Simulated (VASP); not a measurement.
## GaSb3: single point with PBE

The system is GaSb3.

```
Sb Ga
1.0
     0.00000    3.68018    3.68018
     3.68018    0.00000    3.68018
     3.68018    3.68018    0.00000
Sb Ga
3 1
Direct
  0.50000 0.50000 0.50000
  0.75000 0.75000 0.75000
  0.25000 0.25000 0.25000
  0.00000 0.00000 0.00000
```

```
Program             : VASP 6.6.1
Task                : single point
Functional          : PBE
Potentials or basis : VASP PAW PBE potentials, release 64 (Sb, Ga_d)
Cutoff              : 500 eV
k mesh              : 6 × 6 × 6
Occupations         : fermi-dirac, width 0.05 eV
Spin                : no spin polarisation
```

```
Pressure               : 1.5 GPa
Band gap on the k mesh : zero (band 14 reaches 9.29 eV, above the bottom of band 15 at 5.45 eV)
```

Levels at points of the mesh, in eV from the Fermi level:
```csv
k point,band 10,band 11,band 12,band 13,band 14,band 15,band 16,band 17,band 18,band 19
"(0.00, 0.00, 0.00)",-2.81,-2.81,-2.81,-2.64,-2.64,-2.64,-0.91,-0.91,-0.91,3.27
"(0.50, 0.00, 0.00)",-3.83,-3.83,-2.88,-2.88,-0.44,-0.09,1.99,1.99,2.85,2.85
"(0.50, 0.50, 0.00)",-5.53,-5.53,0.63,0.97,0.98,0.98,1.81,1.81,2.03,3.69
```

Run time: 58 s on 1 thread of Intel Xeon 8259CL, on a shared host, peak memory 0.24 GiB.

Caveat: spin-orbit coupling is left out, which moves the levels of the heavy elements.
